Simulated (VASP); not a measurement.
# Al12O: relaxation of the atoms with LDA

System: Al12O, a slab with vacuum.

```
CELL_PARAMETERS angstrom
5.63369 0.00000 0.00000
-2.81684 4.87892 0.00000
0.00000 0.00000 20.03217
ATOMIC_POSITIONS crystal
Al 0.33333 0.16667 0.19968
Al 0.33333 0.66667 0.19968
Al 0.83333 0.16667 0.19968
Al 0.83333 0.66667 0.19968
Al 0.16667 0.33333 0.31281
Al 0.16667 0.83333 0.31281
Al 0.66667 0.33333 0.31281
Al 0.66667 0.83333 0.31281
Al 0.00000 0.00000 0.42592
Al 0.00000 0.50000 0.42592
Al 0.50000 0.00000 0.42592
Al 0.50000 0.50000 0.42592
O 0.00000 0.00000 0.51977
```

| Item | Value |
| --- | --- |
| Program | VASP 6.6.1 |
| Task | relaxation of the atoms |
| Functional | LDA |
| Potentials or basis | VASP PAW LDA potentials, release 64 (Al, O) |
| Cutoff | 520 eV |
| k mesh | 6 × 6 × 1 |
| Occupations | gaussian, width 0.1 eV |
| Spin | no spin polarisation |
| Dipole correction | yes |
| Atoms held fixed (from 0) | [0, 1, 2, 3, 4, 5, 6, 7, 8, 9, 10, 11] |
| Further INCAR settings | ALGO = Normal; EDIFF = 1e-06; IBRION = 2; EDIFFG = -0.025; NSW = 36 |
| Atoms held along some axes (from 0) | atom 12 along a and b |

The energy gained by relaxing is 41.5 meV/atom, the ionic steps are 16 and the band gap on the k mesh is zero (bands 21 and 22 overlap by 0.72 eV).

The path:
```tsv
step	energy change (eV)	largest force on free atoms (eV/Å)	pressure (GPa)
1	0.0000	3.9715	-1.28
2	-0.5250	0.9114	-0.66
3	-0.5395	0.0870	-0.48
4	-0.5395	0.0582	-0.51
5	-0.5395	0.0557	-0.51
6	-0.5395	0.0515	-0.51
7	-0.5395	0.0517	-0.51
8	-0.5395	0.0519	-0.51
9	-0.5395	0.0513	-0.51
10	-0.5395	0.0509	-0.51
11	-0.5395	0.0501	-0.51
12	-0.5395	0.0485	-0.51
13	-0.5395	0.0444	-0.51
14	-0.5396	0.0403	-0.50
15	-0.5396	0.0271	-0.50
16	-0.5396	0.0023	-0.50
```

Final structure:
```cif
data_structure
_symmetry_space_group_name_H-M 'P 1'
_symmetry_Int_Tables_number 1
_cell_length_a 5.6337
_cell_length_b 5.6337
_cell_length_c 20.0322
_cell_angle_alpha 90.000
_cell_angle_beta 90.000
_cell_angle_gamma 120.000
_cell_volume 550.61
loop_
_atom_site_label
_atom_site_type_symbol
_atom_site_fract_x
_atom_site_fract_y
_atom_site_fract_z
_atom_site_occupancy
Al1 Al 0.33333 0.16667 0.19968 1
Al2 Al 0.33333 0.66667 0.19968 1
Al3 Al 0.83333 0.16667 0.19968 1
Al4 Al 0.83333 0.66667 0.19968 1
Al5 Al 0.16667 0.33333 0.31281 1
Al6 Al 0.16667 0.83333 0.31281 1
Al7 Al 0.66667 0.33333 0.31281 1
Al8 Al 0.66667 0.83333 0.31281 1
Al9 Al 0.00000 0.00000 0.42592 1
Al10 Al 0.00000 0.50000 0.42592 1
Al11 Al 0.50000 0.00000 0.42592 1
Al12 Al 0.50000 0.50000 0.42592 1
O1 O 0.00000 0.00000 0.50865 1
```

Levels at points of the mesh, in eV from the Fermi level:
| k point | band 19 | band 20 | band 21 | band 22 | band 23 | band 24 |
| --- | --- | --- | --- | --- | --- | --- |
| (0.00, 0.00, 0.00) | -1.51 | -1.51 | -0.18 | -0.18 | -0.14 | 0.49 |
| (0.50, 0.00, 0.00) | -0.44 | -0.39 | -0.09 | 0.03 | 1.03 | 1.25 |

It took 31 min on 1 thread of Intel Xeon 8259CL, on a shared host, peak memory 0.49 GiB.
